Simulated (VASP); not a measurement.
## Si2Mo: single point with revPBE

The system is Si2Mo.

```
Mo Si
1.0
     4.62858    0.00000    0.00000
    -2.31429    4.00847    0.00000
     0.00000    0.00000    6.62590
Mo Si
3 6
Cartesian
  1.1571 2.0042 5.5216
  -1.1571 2.0042 1.1043
  2.3143 0.0000 3.3130
  0.0000 1.3147 3.3130
  1.1757 3.3511 1.1043
  3.4900 0.6573 5.5216
  2.3143 2.6938 3.3130
  1.1386 0.6573 1.1043
  -1.1757 3.3511 5.5216
```

```yaml
Program: VASP 6.6.1
Task: single point
Functional: revPBE
Potentials_or_basis: VASP PAW PBE potentials, release 64 (Mo_sv, Si)
Cutoff: 520 eV
k_mesh: 5 × 5 × 3
Occupations: fermi-dirac, width 0.05 eV
Spin: no spin polarisation
```

```
Pressure               : -0.1 GPa
Largest force          : 0.005 eV/Å
Band gap on the k mesh : 0.60 eV, indirect (least direct gap 0.87 eV)
```

Forces on the atoms (eV/Å):
```
Mo   0.000  0.000  0.000
Mo   0.000  0.000  0.000
Mo   0.000  0.000  0.000
Si   0.000 -0.005  0.000
Si   0.005  0.003  0.000
Si   0.005 -0.003  0.000
Si   0.000  0.005  0.000
Si  -0.005 -0.003  0.000
Si  -0.005  0.003  0.000
```

Levels at points of the mesh, in eV from the valence-band top:
```
           k point  band 30  band 31  band 32  band 33  band 34  band 35  band 36  band 37
(0.00, 0.00, 0.00)    -2.64    -2.38    -1.75    -0.45     2.26     2.60     2.60     2.67
```

Wall time 24 s on 1 thread of Intel(R) Xeon(R) 6975P-C (Granite Rapids), with other jobs on the host, peak memory 0.25 GiB.

Caveat: the PAW data sets were made with another functional, which shifts forces and pressure a little. As with any semilocal functional, this revPBE gap is likely too small.
